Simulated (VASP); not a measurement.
A run of VASP 6.6.1 is set up as follows.

File INCAR:

```
  ALGO = Normal
  EDIFF = 1E-7
  ENCUT = 520
  GGA = PS
  ISIF = 2
  ISMEAR = 0
  LASPH = True
  LCHARG = False
  LREAL = False
  LWAVE = False
  NBANDS = 31
  NELM = 100
  PREC = Accurate
  SIGMA = 0.01
```

The input KPOINTS:

```
k-points
0
Gamma
  4 4 6
```

File POSCAR:

```
HfO2
1.0
    4.6900542307      0.0000000000      0.0000000000
    0.0000000000      4.6900542307      0.0000000000
    0.0000000000      0.0000000000      3.1231883487
Hf O
2 4
Direct
    0.0000000000      0.0000000000      0.0000000000
    0.5000000000      0.5000000000      0.5000000000
    0.1949550000      0.8050450000      0.5000000000
    0.3050450000      0.3050450000      0.0000000000
    0.6949550000      0.6949550000      0.0000000000
    0.8050450000      0.1949550000      0.5000000000
```

Potentials or basis: VASP PAW PBE potentials, release 64 (Hf_pv, O).

The run is started by

```sh
$ cat potpaw_PBE.64/Hf_pv/POTCAR potpaw_PBE.64/O/POTCAR > POTCAR
$ mpirun -np 1 vasp_std > vasp.out
```

What does it give for the band gap on the k mesh?

4.17 eV, direct.

Predict the pressure.

20.6 GPa.

What does it give for the largest force?

0.247 eV/Å.

Stress tensor (GPa, compression positive):
```
18.85  0.00  0.00
 0.00 18.85  0.00
 0.00  0.00 24.03
```

Caveat: the PAW data sets were made with another functional, which shifts forces and pressure a little; spin-orbit coupling is left out, which moves the levels of the heavy elements. A k mesh can miss the band edges.
